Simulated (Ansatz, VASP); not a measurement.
**TaN: VASP beside Ansatz**

INCAR

```
SYSTEM = TaN
PREC = Accurate
ENCUT = 700
EDIFF = 1E-6
ISMEAR = -1
SIGMA = 0.05
LREAL = .False.
LASPH = .True.
NELM = 120
ALGO = Normal
ISIF = 2
LWAVE = .False.
LCHARG = .True.
GGA = CA
LELF = .True.
LVHAR = .True.
NBANDS = 16
GGA_COMPAT = .False.
```

KPOINTS

```
regular mesh
0
Gamma
  10 10 10
  0 0 0
```

Contents of POSCAR:

```
TaN
1.0
    0.0000000000      2.1964814589      2.1964814589
    2.1964814589      0.0000000000      2.1964814589
    2.1964814589      2.1964814589      0.0000000000
Ta N
1 1
Direct
    0.5000000000      0.5000000000      0.5000000000
    0.0000000000      0.0000000000      0.0000000000
```

input.yaml

```yaml
crystal:
  lattice:
    - [0.0, 2.1964814589, 2.1964814589]
    - [2.1964814589, 0.0, 2.1964814589]
    - [2.1964814589, 2.1964814589, 0.0]
  atoms:
    - { symbol: Ta, position: [0.5, 0.5, 0.5] }
    - { symbol: "N", position: [0.0, 0.0, 0.0] }
hamiltonian:
  xc: lda
  pseudopotentials: { kind: paw }
kpoints:
  mp_grid: { grid: [10, 10, 10] }
scf:
  occupations: { method: fermi_dirac, width: 0.05 }
output:
  forces: true
  stress: true
  eigenvalues: true
```

Alike in both runs: task single point; functional LDA; k mesh 10 × 10 × 10; occupations fermi-dirac, width 0.05 eV; no spin polarisation.

|  | VASP | Ansatz |
| --- | --- | --- |
| version | VASP 6.6.1 | Ansatz 0.2.0 |
| potentials or method | VASP PAW LDA potentials, release 64 (Ta_sv_GW, N) | Ansatz PAW |
| plane-wave cutoff (eV) | 700 | 420 |
| valence electrons in the cell | 18 | 18 |

```tsv
	VASP	Ansatz	Ansatz less VASP
gap on the k mesh at the Fermi level (eV)	none	none	-
pressure (GPa)	-9.9	-10.9	-0.91
```

LDA's correlation is that of Perdew and Zunger in VASP and of Perdew and Wang (1992) in Ansatz. A gap of «none» marks a metal or a gap that the smearing closes.

Neither program's run includes spin-orbit coupling.
